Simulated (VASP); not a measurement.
# Sc (P6_3/mmc) in VASP: relaxation of shape and atoms at fixed volume with PBEsol

Aim: the relaxation of shape and atoms at fixed volume of Sc with PBEsol.

All numbers are computed with VASP 6.6.1; they aren't measurements. Logs are shortened: lines on timing, memory, paths and dates and some standing lists are left out, and cuts for length are marked.

### 1 The cell of the first run

It takes space group P6_3/mmc (No. 194, hexagonal). Conventional cell: a = 3.381 Å, b = 3.381 Å, c = 5.251 Å, α = 90.00°, β = 90.00°, γ = 120.00°. Sc (site symmetry -6m2) has 12 Sc at 3.27 to 3.38 Å within 4.3 Å.

### 2 Relaxation of shape and atoms at fixed volume, PBEsol (26.00 Å³/atom)

INCAR

```
PREC = Accurate
ENCUT = 600
EDIFF = 1E-6
ISMEAR = 0
SIGMA = 0.1
LREAL = False
LASPH = True
NELM = 100
ALGO = Normal
ISIF = 4
LWAVE = False
LCHARG = False
GGA = PS
IBRION = 2
NSW = 50
EDIFFG = -0.01
```

KPOINTS

```
regular mesh
0
Gamma
  12 12 8
```

POSCAR

```
Sc
1.0
    3.3813695212      0.0000000000      0.0000000000
   -1.6906847606      2.9283519049      0.0000000000
    0.0000000000      0.0000000000      5.2514868894
Sc
2
Direct
    0.3333333333      0.6666666667      0.2500000000
    0.6666666667      0.3333333333      0.7500000000
```

Potentials or basis: VASP PAW PBE potentials, release 64 (Sc_sv).

Command:

```
$ cat potpaw_PBE.64/Sc_sv/POTCAR > POTCAR
$ mpirun -np 1 vasp_std > vasp.out
```

OUTCAR:

```text
PREC = Accurate
   ENCUT = 600
   EDIFF = 1E-6
   ISMEAR = 0
   LREAL = False
   LASPH = True
   NELM = 100
   ISIF = 4
   GGA = PS
   IBRION = 2
   NSW = 50
   EDIFFG = -0.01

 ion  position               nearest neighbor table
   1  0.333  0.667  0.250-   2 3.27   2 3.27   2 3.27   2 3.27   2 3.27   2 3.27
   2  0.667  0.333  0.750-   1 3.27   1 3.27   1 3.27   1 3.27   1 3.27   1 3.27

  LATTYP: Found a hexagonal cell.
 ALAT       =     3.3813695212
 C/A-ratio  =     1.5530650692

  Lattice vectors:

 A1 = (   3.3813695212,   0.0000000000,   0.0000000000)
 A2 = (  -1.6906847606,   2.9283519049,   0.0000000000)
 A3 = (   0.0000000000,   0.0000000000,   5.2514868894)

Analysis of symmetry for initial positions (statically):
=====================================================================
 Subroutine PRICEL returns:
 Original cell was already a primitive cell.

 Routine SETGRP: Setting up the symmetry group for a
 hexagonal supercell.

 Subroutine GETGRP returns: Found 24 space group operations
 (whereof 12 operations were pure point group operations)
 out of a pool of 24 trial point group operations.

The static configuration has the point symmetry D_3d.
 The point group associated with its full space group is D_6h.

Analysis of symmetry for dynamics (positions and initial velocities):
=====================================================================
 Subroutine PRICEL returns:
 Original cell was already a primitive cell.

 Routine SETGRP: Setting up the symmetry group for a
 hexagonal supercell.

 Subroutine GETGRP returns: Found 24 space group operations
 (whereof 12 operations were pure point group operations)
 out of a pool of 24 trial point group operations.

The dynamic configuration has the point symmetry D_3d.
 The point group associated with its full space group is D_6h.

 Subroutine INISYM returns: Found 24 space group operations
 (whereof 12 operations are pure point group operations),
 and found     1 'primitive' translations

----------------------------------------------------------------------------------------

                                     Primitive cell

  volume of cell :      51.9994

  direct lattice vectors                    reciprocal lattice vectors
     3.381369521  0.000000000  0.000000000     0.295738160  0.170744506  0.000000000
    -1.690684761  2.928351905  0.000000000     0.000000000  0.341489012  0.000000000
     0.000000000  0.000000000  5.251486889     0.000000000  0.000000000  0.190422260

  length of vectors
     3.381369521  3.381369521  5.251486889     0.341489012  0.341489012  0.190422260

  position of ions in fractional coordinates (direct lattice)
     0.333333333  0.666666667  0.250000000
     0.666666667  0.333333333  0.750000000

  ion indices of the primitive-cell ions
   primitive index   ion index
                 1           1
                 2           2

----------------------------------------------------------------------------------------

 KPOINTS: regular mesh

Automatic generation of k-mesh.
 Grid dimensions read from file:
 generate k-points for:   12   12    8

 Generating k-lattice:

  Cartesian coordinates                     Fractional coordinates (reciprocal lattice)
     0.024644847  0.014228709  0.000000000     0.083333333  0.000000000  0.000000000
     0.000000000  0.028457418  0.000000000     0.000000000  0.083333333  0.000000000
     0.000000000  0.000000000  0.023802782     0.000000000  0.000000000  0.125000000

  Length of vectors
     0.028457418  0.028457418  0.023802782

  Shift w.r.t. Gamma in fractional coordinates (k-lattice)
     0.000000000  0.000000000  0.000000000

 Subroutine IBZKPT returns following result:
 ===========================================

 Found     95 irreducible k-points:

 Following reciprocal coordinates:
            Coordinates               Weight
  0.000000  0.000000  0.000000      1.000000
  0.083333 -0.000000  0.000000      6.000000
  0.166667  0.000000  0.000000      6.000000
  0.250000  0.000000  0.000000      6.000000
  0.333333  0.000000  0.000000      6.000000
  0.416667  0.000000  0.000000      6.000000
[... 16 lines left out ...]
  0.250000  0.000000  0.125000     12.000000
  0.333333  0.000000  0.125000     12.000000
 [... further k-points ...]
   k-points           NKPTS =     95   k-points in BZ     NKDIM =     95   number of bands    NBANDS=     15
   number of dos      NEDOS =    301   number of ions     NIONS =      2
   total plane-waves  NPLWV =  32928
   dimension x,y,z NGX =    28 NGY =   28 NGZ =   42
   dimension x,y,z NGXF=    56 NGYF=   56 NGZF=   84
   ions per type =               2
   NGX,Y,Z   is equivalent  to a cutoff of  13.77, 13.77, 13.30 a.u.
   NGXF,Y,Z  is equivalent  to a cutoff of  27.53, 27.53, 26.59 a.u.
 SYSTEM =  unknown system
   PREC   = accura    normal or accurate (medium, high low for compatibility)
   ISTART =      0    job   : 0-new  1-cont  2-samecut
   ICHARG =      2    charge: 1-file 2-atom 10-const
   ISPIN  =      1    spin polarized calculation?
   LNONCOLLINEAR =      F non collinear calculations
   LSORBIT =      F    spin-orbit coupling
   LASPH  =      T    aspherical Exc in radial PAW
   ENCUT  =  600.0 eV  44.10 Ry    6.64 a.u.   6.75  6.75 10.49*2*pi/ulx,y,z
   NELM   =    100;   NELMIN=  2; NELMDL= -5     # of ELM steps
   EDIFF  = 0.1E-05   stopping-criterion for ELM
   LREAL  =      F    real-space projection
   EDIFFG = -.1E-01   stopping-criterion for IOM
   NSW    =     50    number of steps for IOM
   IBRION =      2    ionic relax: 0-MD 1-quasi-New 2-CG
   NFREE  =      1    steps in history (QN), initial steepest desc. (CG)
   ISIF   =      4    stress and relaxation
   ISYM   =      2    0-nonsym 1-usesym 2-fastsym
   POTIM  = 0.5000    time-step for ionic-motion
   TEBEG  =    0.0;   TEEND  =   0.0 temperature during run
   PSTRESS=    0.0 pullay stress
   NELECT =      22.0000    total number of electrons
   NUPDOWN=      -1.0000    fix difference up-down
   EMIN   =  10.00;   EMAX   =-10.00  energy-range for DOS
   EFERMI =   0.00;   METHOD = LEGACY
   ISMEAR =     0;   SIGMA  =   0.10  broadening in eV -4-tet -1-fermi 0-gaus
   EFERMI_NEDOS =   21; number of points for ismear=-14 and -15
   IALGO  =     38    algorithm
   IMIX   =      4    mixing-type and parameters
     AMIX     =   0.40;   BMIX     =  1.00
     AMIX_MAG =   1.60;   BMIX_MAG =  1.00
  volume/ion in A,a.u.               =      26.00       175.45
  Fermi-wavevector in a.u.,A,eV,Ry     =   1.228994  2.322461 20.550587  1.510426
  Thomas-Fermi vector in A             =   2.363898
   LORBIT       =      0    0 simple, 1 ext, 2 COOP (PROOUT), +10 PAW based schemes
   GGA     = PS    functional components
   LHFCALC =     F    Hartree Fock is set to
   AEXX    =    0.0000 exact exchange contribution
   IVDW    =     0    specifies the selected vdW correction
   LEPSILON=     F    determine dielectric tensor
   LRPA    =     F    only Hartree local field effects (RPA)
 conjugate gradient relaxation of ions
 non-spin polarized calculation
 Gauss-broadening in eV      SIGMA  =   0.10
  energy-cutoff  :      600.00
  volume of cell :       52.00
 maximum number of plane-waves:      1758
 NGX is ok and might be reduce to    28
   NGX = 13   NGY = 13   NGZ = 21

--------------------------------------- Ionic step        1  -------------------------------------------

 number of electron      22.0000004 magnetization

 Free energy of the ion-electron system (eV)
  ---------------------------------------------------
  ext. energy  EPLUGINS =         0.00000000
  ---------------------------------------------------
  free energy    TOTEN  =       -13.15119089 eV

  energy without entropy =      -13.12920235  energy(sigma->0) =      -13.14019662

------------------------ aborting loop because EDIFF is reached ----------------------------------------

  FORCE on cell =-STRESS in cart. coord.  units (eV):
  Direction    XX          YY          ZZ          XY          YZ          ZX
  --------------------------------------------------------------------------------------
  -------------------------------------------------------------------------------------
  Total       -1.5162129     -1.5162129     -1.4566133      0.0000000      0.0000000     -0.0000000
  in kB      -46.7167472    -46.7167472    -44.8803943      0.0000000      0.0000000     -0.0000000
  external PRESSURE =     -46.1046296 kB  Pullay stress =       0.0000000 kB
[... 57 lines left out ...]
  energy  without entropy=      -13.1292523492  energy(sigma->0) =      -13.14024301

--------------------------------------- Ionic step        3  -------------------------------------------

 number of electron      22.0000004 magnetization

 Free energy of the ion-electron system (eV)
  ---------------------------------------------------
  ext. energy  EPLUGINS =         0.00000000
  ---------------------------------------------------
  free energy    TOTEN  =       -13.15124456 eV

  energy without entropy =      -13.12926722  energy(sigma->0) =      -13.14025589

 E-fermi :   3.2696     XC(G=0):  -9.7735

 val. band max:        3.2647771949   @ k =   0.4167   0.1667   0.3750
 cond. band min:       3.2815405512   @ k =   0.3333   0.0000   0.3750
 fundamental gap:      0.0167633563
 Fermi energy:         3.2695503845

 k-point     1 :       0.0000    0.0000    0.0000
  band No.  band energies     occupation
      1     -46.0759      2.00000
      2     -46.0183      2.00000
      3     -24.9524      2.00000
      4     -24.6685      2.00000
      5     -24.6685      2.00000
      6     -24.6113      2.00000
      7     -24.6113      2.00000
      8     -24.5834      2.00000
      9      -1.7610      2.00000
     10       1.6962      2.00000
     11       3.7857      0.00000
     12       4.7883      0.00000
     13       4.7883      0.00000
     14       5.0301      0.00000
     15       5.2047      0.00000
[... 397 lines left out ...]
 k-point    24 :       0.3333    0.0000    0.1250
  band No.  band energies     occupation
      1     -46.0430      2.00000
      2     -46.0124      2.00000
      3     -24.8717      2.00000
      4     -24.8065      2.00000
      5     -24.7800      2.00000
      6     -24.7183      2.00000
      7     -24.6391      2.00000
      8     -24.6387      2.00000
      9       0.3458      2.00000
     10       2.5609      2.00000
     11       2.9134      2.00000
     12       3.3686      0.16132
     13       4.5570      0.00000
     14       4.7783      0.00000
     15       4.7892      0.00000

 [... further k-points ...]

------------------------ aborting loop because EDIFF is reached ----------------------------------------

  FORCE on cell =-STRESS in cart. coord.  units (eV):
  Direction    XX          YY          ZZ          XY          YZ          ZX
  --------------------------------------------------------------------------------------
  -------------------------------------------------------------------------------------
  Total       -1.4906814     -1.4906814     -1.4945337      0.0000000      0.0000000      0.0000000
  in kB      -45.9300837    -45.9300837    -46.0487788      0.0000000      0.0000000      0.0000000
  external PRESSURE =     -45.9696487 kB  Pullay stress =       0.0000000 kB
[... 17 lines left out ...]
  FREE ENERGIE OF THE ION-ELECTRON SYSTEM (eV)
  ---------------------------------------------------
  free  energy   TOTEN  =       -13.1512445627 eV

  energy  without entropy=      -13.1292672174  energy(sigma->0) =      -13.14025589

 reached required accuracy - stopping structural energy minimisation
```

Wall time 3.7 min (1 thread of Intel Xeon 8259CL, shared host); peak memory 0.23 GiB.

What came out:

| Quantity | Value |
| --- | --- |
| Free energy | -13.1512 eV |
| Energy gained by relaxing | 0.0 meV/atom |
| Ionic steps | 3 |
| Pressure after relaxing | -4.6 GPa |
| Band gap on the k mesh | zero (bands 11 and 12 overlap by 1.38 eV) |

Final structure:
```
CELL_PARAMETERS angstrom
3.37809 0.00000 0.00000
-1.68905 2.92551 0.00000
0.00000 0.00000 5.26168
ATOMIC_POSITIONS crystal
Sc 0.33333 0.66667 0.25000
Sc 0.66667 0.33333 0.75000
```

Caveat: the PAW data sets were made with another functional, which shifts forces and pressure a little.
